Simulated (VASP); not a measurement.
Set up this calculation in VASP 6.6.1, as the native input.

```yaml
Task: single point
Functional: PBE
Potentials_or_basis: VASP PAW PBE potentials, release 64 (Cs_sv, Sn_d, I)
Cutoff: 520 eV
k_mesh: 6 × 6 × 6
Occupations: gaussian, width 0.03 eV
Spin: no spin polarisation
Dipole_correction: no
Further_INCAR_settings: ALGO = Normal; EDIFF = 1e-06; NBANDS = 30
```

The structure of CsSnI3 lies in POSCAR:

```
CsSnI3
1.0
    6.3918710000      0.0000000000      0.0000000000
    0.0000000000      6.3918710000      0.0000000000
    0.0000000000      0.0000000000      6.1126145000
Cs Sn I
1 1 3
Direct
    0.0000000000      0.0000000000      0.0000000000
    0.5000000000      0.5000000000      0.5000000000
    0.0000000000      0.5000000000      0.5000000000
    0.5000000000      0.0000000000      0.5000000000
    0.5000000000      0.5000000000      0.0000000000
```

This cell differs from its parent crystal: strain +0.030 along x and y, -0.015 along z.

These files were run (other wordings do the same):

INCAR

```
SYSTEM = CsSnI3
PREC = Accurate ; ENCUT = 520
EDIFF = 1E-6 ; ISMEAR = 0
SIGMA = 0.03 ; LREAL = .False.
LASPH = .True. ; NELM = 80
ALGO = Normal ; ISIF = 2
LWAVE = .False. ; LCHARG = .False.
GGA = PE ; NBANDS = 30
```

KPOINTS

```
Automatic mesh
0
Gamma
  6 6 6
  0 0 0
```

Potentials or basis: VASP PAW PBE potentials, release 64 (Cs_sv, Sn_d, I).

Command:

```bash
$ cat potpaw_PBE.64/Cs_sv/POTCAR potpaw_PBE.64/Sn_d/POTCAR potpaw_PBE.64/I/POTCAR > POTCAR
$ mpirun -np 1 vasp_std > vasp.out
```

Results of the run:

```
Pressure               : 0.0 GPa
Band gap on the k mesh : 0.38 eV
```

Caveat: the cell differs from its parent crystal (strain +0.030 along x and y, -0.015 along z); semilocal functionals underestimate gaps, and a narrow one can read as zero; spin-orbit coupling is left out, which moves the levels of the heavy elements.

Wall time 6.1 min on 1 thread of Intel(R) Xeon(R) Platinum 8259CL CPU @ 2.50GHz (Skylake/Cascade Lake), on a shared host, peak memory 0.49 GiB.
